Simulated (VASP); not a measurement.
# C (R-3m) in VASP: single point with PBEsol

Aim: the single point of C with PBEsol.

Program: VASP 6.6.1. These are calculated values, not measurements. Logs are shortened: lines on timing, memory, paths and dates and some standing lists are left out, and cuts for length are marked.

**1. The cell of the first run**

Symmetry: R-3m, No. 166, trigonal system. The conventional cell has a = 2.459 Å, b = 2.459 Å, c = 10.810 Å, α = 90.00°, β = 90.00°, γ = 120.00°. Within 1.9 Å of C (site symmetry 3m) lie 3 C at 1.42 Å.

**2. Single point, PBEsol**

Contents of INCAR:

```
SYSTEM = C
  ALGO = Normal
  EDIFF = 1E-7
  ENCUT = 520
  GGA = PS
  ISIF = 2
  ISMEAR = -1
  LASPH = .TRUE.
  LCHARG = .FALSE.
  LREAL = .FALSE.
  LWAVE = .FALSE.
  NBANDS = 11
  NELM = 100
  PREC = Accurate
  SIGMA = 0.05
```

Contents of KPOINTS:

```
k-points
0
G
  18 18 18
  0 0 0
```

Contents of POSCAR:

```
C
1.0
    1.2294542678      0.7098257524      3.6034984871
   -1.2294542678      0.7098257524      3.6034984871
    0.0000000000     -1.4196515049      3.6034984871
C
2
Direct
    0.8333594182      0.8333594182      0.8333594182
    0.1666405818      0.1666405818      0.1666405818
```

Potentials or basis: VASP PAW PBE potentials, release 64 (C).

The run is started by

```bash
$ cat potpaw_PBE.64/C/POTCAR > POTCAR
$ mpirun -np 1 vasp_std > vasp.out
```

OUTCAR:

```text
SYSTEM = C
   EDIFF = 1E-7
   ENCUT = 520
   GGA = PS
   ISIF = 2
   ISMEAR = -1
   LASPH = .TRUE.
   LREAL = .FALSE.
   NELM = 100
   PREC = Accurate

 ion  position               nearest neighbor table
   1  0.833  0.833  0.833-   2 1.42   2 1.42   2 1.42
   2  0.167  0.167  0.167-   1 1.42   1 1.42   1 1.42

  LATTYP: Found a trigonal (rhomboedric) cell.
 ALAT       =     3.8730623209
 COS(alpha) =     0.7984671795

  Lattice vectors:

 A1 = (   1.2294542678,   0.7098257524,   3.6034984871)
 A2 = (  -1.2294542678,   0.7098257524,   3.6034984871)
 A3 = (   0.0000000000,  -1.4196515049,   3.6034984871)

Analysis of symmetry for initial positions (statically):
=====================================================================
 Subroutine PRICEL returns:
 Original cell was already a primitive cell.

 Routine SETGRP: Setting up the symmetry group for a
 trigonal (rhombohedral) supercell.

 Subroutine GETGRP returns: Found 12 space group operations
 (whereof 12 operations were pure point group operations)
 out of a pool of 12 trial point group operations.

The static configuration has the point symmetry D_3d.

Analysis of symmetry for dynamics (positions and initial velocities):
=====================================================================
 Subroutine PRICEL returns:
 Original cell was already a primitive cell.

 Routine SETGRP: Setting up the symmetry group for a
 trigonal (rhombohedral) supercell.

 Subroutine GETGRP returns: Found 12 space group operations
 (whereof 12 operations were pure point group operations)
 out of a pool of 12 trial point group operations.

The dynamic configuration has the point symmetry D_3d.

 Subroutine INISYM returns: Found 12 space group operations
 (whereof 12 operations are pure point group operations),
 and found     1 'primitive' translations

----------------------------------------------------------------------------------------

                                     Primitive cell

  volume of cell :      18.8686

  direct lattice vectors                    reciprocal lattice vectors
     1.229454268  0.709825752  3.603498487     0.406684505  0.234799408  0.092502698
    -1.229454268  0.709825752  3.603498487    -0.406684505  0.234799408  0.092502698
     0.000000000 -1.419651505  3.603498487     0.000000000 -0.469598817  0.092502698

  length of vectors
     3.873062321  3.873062321  3.873062321     0.478622814  0.478622814  0.478622814

  position of ions in fractional coordinates (direct lattice)
     0.833359418  0.833359418  0.833359418
     0.166640582  0.166640582  0.166640582

  ion indices of the primitive-cell ions
   primitive index   ion index
                 1           1
                 2           2

----------------------------------------------------------------------------------------

 KPOINTS: k-points

Automatic generation of k-mesh.
 Grid dimensions read from file:
 generate k-points for:   18   18   18

 Generating k-lattice:

  Cartesian coordinates                     Fractional coordinates (reciprocal lattice)
     0.022593584  0.013044412  0.005139039     0.055555556 -0.000000000  0.000000000
    -0.022593584  0.013044412  0.005139039    -0.000000000  0.055555556  0.000000000
     0.000000000 -0.026088823  0.005139039     0.000000000  0.000000000  0.055555556

  Length of vectors
     0.026590156  0.026590156  0.026590156

  Shift w.r.t. Gamma in fractional coordinates (k-lattice)
     0.000000000  0.000000000  0.000000000

 Subroutine IBZKPT returns following result:
 ===========================================

 Found    580 irreducible k-points:

 Following reciprocal coordinates:
            Coordinates               Weight
  0.000000  0.000000  0.000000      1.000000
  0.055556 -0.000000  0.000000      6.000000
  0.111111 -0.000000  0.000000      6.000000
  0.166667  0.000000  0.000000      6.000000
  0.222222  0.000000  0.000000      6.000000
  0.277778 -0.000000  0.000000      6.000000
[... 16 lines left out ...]
 -0.277778  0.055556 -0.000000     12.000000
 -0.222222  0.055556  0.000000     12.000000
 [... further k-points ...]
   k-points           NKPTS =    580   k-points in BZ     NKDIM =    580   number of bands    NBANDS=     11
   number of dos      NEDOS =    301   number of ions     NIONS =      2
   total plane-waves  NPLWV =  27000
   dimension x,y,z NGX =    30 NGY =   30 NGZ =   30
   dimension x,y,z NGXF=    60 NGYF=   60 NGZF=   60
   ions per type =               2
   NGX,Y,Z   is equivalent  to a cutoff of  12.88, 12.88, 12.88 a.u.
   NGXF,Y,Z  is equivalent  to a cutoff of  25.75, 25.75, 25.75 a.u.
 SYSTEM =  C
   PREC   = accura    normal or accurate (medium, high low for compatibility)
   ISTART =      0    job   : 0-new  1-cont  2-samecut
   ICHARG =      2    charge: 1-file 2-atom 10-const
   ISPIN  =      1    spin polarized calculation?
   LNONCOLLINEAR =      F non collinear calculations
   LSORBIT =      F    spin-orbit coupling
   LASPH  =      T    aspherical Exc in radial PAW
   ENCUT  =  520.0 eV  38.22 Ry    6.18 a.u.   7.20  7.20  7.20*2*pi/ulx,y,z
   NELM   =    100;   NELMIN=  2; NELMDL= -5     # of ELM steps
   EDIFF  = 0.1E-06   stopping-criterion for ELM
   LREAL  =      F    real-space projection
   EDIFFG = 0.1E-05   stopping-criterion for IOM
   NSW    =      0    number of steps for IOM
   IBRION =     -1    ionic relax: 0-MD 1-quasi-New 2-CG
   NFREE  =      0    steps in history (QN), initial steepest desc. (CG)
   ISIF   =      2    stress and relaxation
   ISYM   =      2    0-nonsym 1-usesym 2-fastsym
   POTIM  = 0.5000    time-step for ionic-motion
   TEBEG  =    0.0;   TEEND  =   0.0 temperature during run
   PSTRESS=    0.0 pullay stress
   NELECT =       8.0000    total number of electrons
   NUPDOWN=      -1.0000    fix difference up-down
   EMIN   =  10.00;   EMAX   =-10.00  energy-range for DOS
   EFERMI =   0.00;   METHOD = LEGACY
   ISMEAR =    -1;   SIGMA  =   0.05  broadening in eV -4-tet -1-fermi 0-gaus
   EFERMI_NEDOS =   21; number of points for ismear=-14 and -15
   IALGO  =     38    algorithm
   IMIX   =      4    mixing-type and parameters
     AMIX     =   0.40;   BMIX     =  1.00
     AMIX_MAG =   1.60;   BMIX_MAG =  1.00
  volume/ion in A,a.u.               =       9.43        63.67
  Fermi-wavevector in a.u.,A,eV,Ry     =   1.229867  2.324112 20.579813  1.512574
  Thomas-Fermi vector in A             =   2.364738
   LORBIT       =      0    0 simple, 1 ext, 2 COOP (PROOUT), +10 PAW based schemes
   GGA     = PS    functional components
   LHFCALC =     F    Hartree Fock is set to
   AEXX    =    0.0000 exact exchange contribution
   IVDW    =     0    specifies the selected vdW correction
   LEPSILON=     F    determine dielectric tensor
   LRPA    =     F    only Hartree local field effects (RPA)
 non-spin polarized calculation
  energy-cutoff  :      520.00
  volume of cell :       18.87
 maximum number of plane-waves:       529
 NGX is ok and might be reduce to    30
   NGX = 15   NGY = 15   NGZ = 15

 number of electron       8.0000000 magnetization

 Free energy of the ion-electron system (eV)
  ---------------------------------------------------
  ext. energy  EPLUGINS =         0.00000000
  ---------------------------------------------------
  free energy    TOTEN  =       -19.29023930 eV

  energy without entropy =      -19.29015957  energy(sigma->0) =      -19.29019944

 E-fermi :   4.0437     XC(G=0): -10.0566

 val. band max:        3.8260756955   @ k =  -0.3333   0.3333   0.0000
 cond. band min:       4.2605822347   @ k =  -0.3333   0.3333   0.0000
 fundamental gap:      0.4345065392
 Fermi energy:         4.0436643523

 k-point     1 :       0.0000    0.0000    0.0000
  band No.  band energies     occupation
      1     -15.5810      2.00000
      2      -2.9337      2.00000
      3       1.0604      2.00000
      4       1.0604      2.00000
      5       7.5867      0.00000
      6      12.4122      0.00000
      7      12.4122      0.00000
      8      15.5510      0.00000
      9      16.9155      0.00000
     10      26.4863      0.00000
     11      26.9800      0.00000

 k-point     2 :       0.0556   -0.0000    0.0000
  band No.  band energies     occupation
      1     -15.5066      2.00000
      2      -2.8537      2.00000
      3       0.7622      2.00000
      4       0.9018      2.00000
      5       7.6920      0.00000
      6      12.4538      0.00000
      7      12.7313      0.00000
      8      15.2882      0.00000
      9      17.0432      0.00000
     10      26.7280      0.00000
     11      26.7998      0.00000

 k-point     3 :       0.1111   -0.0000    0.0000
  band No.  band energies     occupation
      1     -15.2838      2.00000
      2      -2.6144      2.00000
      3      -0.0578      2.00000
      4       0.4809      2.00000
      5       8.0078      0.00000
      6      12.5064      0.00000
      7      13.6297      0.00000
      8      14.5456      0.00000
      9      17.4503      0.00000
     10      26.0886      0.00000
     11      27.4098      0.00000

 k-point     4 :       0.1667    0.0000    0.0000
  band No.  band energies     occupation
      1     -14.9140      2.00000
      2      -2.2184      2.00000
      3      -1.2372      2.00000
      4      -0.0847      2.00000
      5       8.5323      0.00000
      6      12.4642      0.00000
      7      13.4346      0.00000
      8      14.9773      0.00000
      9      18.1355      0.00000
     10      24.8944      0.00000
     11      28.2172      0.00000

 k-point     5 :       0.2222    0.0000    0.0000
  band No.  band energies     occupation
      1     -14.3991      2.00000
      2      -2.6200      2.00000
      3      -1.6706      2.00000
      4      -0.6852      2.00000
      5       9.2590      0.00000
      6      12.0536      0.00000
      7      12.3443      0.00000
      8      16.6395      0.00000
      9      18.9779      0.00000
     10      23.5923      0.00000
     11      27.0671      0.00000
[... 211 lines left out ...]
 k-point    21 :      -0.3889    0.0556   -0.0000
  band No.  band energies     occupation
      1     -11.4828      2.00000
      2      -7.6520      2.00000
      3      -2.4309      2.00000
      4       1.2582      2.00000
      5       6.8947      0.00000
      6      11.9953      0.00000
      7      13.2152      0.00000
      8      17.9321      0.00000
      9      21.1384      0.00000
     10      22.9820      0.00000
     11      25.3077      0.00000

 k-point    22 :      -0.3333    0.0556   -0.0000
  band No.  band energies     occupation
      1     -12.4584      2.00000
      2      -6.2623      2.00000
      3      -2.1437      2.00000
      4       0.3904      2.00000
      5       8.2063      0.00000
      6      11.7535      0.00000
      7      12.2432      0.00000
      8      18.9379      0.00000
      9      20.7466      0.00000
     10      22.2992      0.00000
     11      25.2502      0.00000

 k-point    23 :      -0.2778    0.0556   -0.0000
  band No.  band energies     occupation
      1     -13.3154      2.00000
      2      -4.8106      2.00000
      3      -1.7261      2.00000
      4      -0.4662      2.00000
      5       9.6715      0.00000
      6      10.6448      0.00000
      7      12.3570      0.00000
      8      18.5915      0.00000
      9      20.4185      0.00000
     10      21.8562      0.00000
     11      25.9042      0.00000

 k-point    24 :      -0.2222    0.0556    0.0000
  band No.  band energies     occupation
      1     -14.0395      2.00000
      2      -3.3499      2.00000
      3      -1.2269      2.00000
      4      -1.1974      2.00000
      5       9.6280      0.00000
      6      11.1972      0.00000
      7      12.5418      0.00000
      8      17.0617      0.00000
      9      19.8941      0.00000
     10      22.3984      0.00000
     11      26.9369      0.00000

 [... further k-points ...]
[... 5 lines left out ...]
  --------------------------------------------------------------------------------------
  -------------------------------------------------------------------------------------
  Total        0.1143021      0.1143021     -0.0042232      0.0000000      0.0000000      0.0000000
  in kB        9.7056558      9.7056558     -0.3586021      0.0000000      0.0000000      0.0000000
  external PRESSURE =       6.3509031 kB  Pullay stress =       0.0000000 kB

 VOLUME and BASIS-vectors are now :
 -----------------------------------------------------------------------------
  energy-cutoff  :      520.00
  volume of cell :       18.87
      direct lattice vectors                 reciprocal lattice vectors
     1.229454268  0.709825752  3.603498487     0.406684505  0.234799408  0.092502698
    -1.229454268  0.709825752  3.603498487    -0.406684505  0.234799408  0.092502698
     0.000000000 -1.419651505  3.603498487     0.000000000 -0.469598817  0.092502698

 POSITION                                       TOTAL-FORCE (eV/Angst)
 -----------------------------------------------------------------------------------
      0.00000     -0.00000      9.00903         0.000000      0.000000     -0.000097
      0.00000     -0.00000      1.80147         0.000000     -0.000000      0.000097
 -----------------------------------------------------------------------------------
    total drift:                                0.000000      0.000000     -0.000000

  FREE ENERGIE OF THE ION-ELECTRON SYSTEM (eV)
  ---------------------------------------------------
  free  energy   TOTEN  =       -19.2902393039 eV

  energy  without entropy=      -19.2901595667  energy(sigma->0) =      -19.29019944
```

Wall time 97 s (1 thread of Intel Xeon 6975P-C (Granite Rapids), shared host); peak memory 0.23 GiB.

What came out:

```
Free energy            : -19.2902 eV
Pressure               : 0.6 GPa
Band gap on the k mesh : 0.43 eV, direct
```

Stress tensor (GPa, compression positive):
```
 0.97  0.00  0.00
 0.00  0.97  0.00
 0.00  0.00 -0.04
```

Caveat: the PAW data sets were made with another functional, which shifts forces and pressure a little. PBEsol gaps usually lie below the measured ones, often by a third to a half.
